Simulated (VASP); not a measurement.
Input of a VASP 6.6.1 run:

INCAR

```
PREC = Accurate
ENCUT = 520
EDIFF = 1E-6
ISMEAR = 0
SIGMA = 0.15
LREAL = F
LASPH = T
NELM = 100
ALGO = Fast
ISIF = 2
LWAVE = F
LCHARG = F
GGA = PS
NBANDS = 19
```

The input KPOINTS:

```
regular mesh
0
Gamma
  18 18 10
```

The input POSCAR:

```
Ti
1.0
    2.9499978604      0.0000000000      0.0000000000
   -1.4749989302      2.5547730882      0.0000000000
    0.0000000000      0.0000000000      4.5922800000
Ti
2
Direct
    0.3333333333      0.6666666667      0.2500000000
    0.6666666667      0.3333333333      0.7500000000
```

Potentials or basis: VASP PAW PBE potentials, release 64 (Ti_sv).

The run is started by

```sh
$ cat potpaw_PBE.64/Ti_sv/POTCAR > POTCAR
$ mpirun -np 1 vasp_std > vasp.out
```

Task: What does it give for the band gap on the k mesh?

Result: Zero (bands 12 and 13 overlap by 1.08 eV).

Task: What does it give for the pressure?

Result: -4.0 GPa.

Stress tensor (GPa, compression positive):
```
-4.51  0.00  0.00
 0.00 -4.51  0.00
 0.00  0.00 -2.85
```

Caveat: the cell differs from its parent crystal (strain -0.0200 x Voigt [0, 0, 1, 0, 0, 0]); the cell stands under tension; the PAW data sets were made with another functional, which shifts forces and pressure a little.
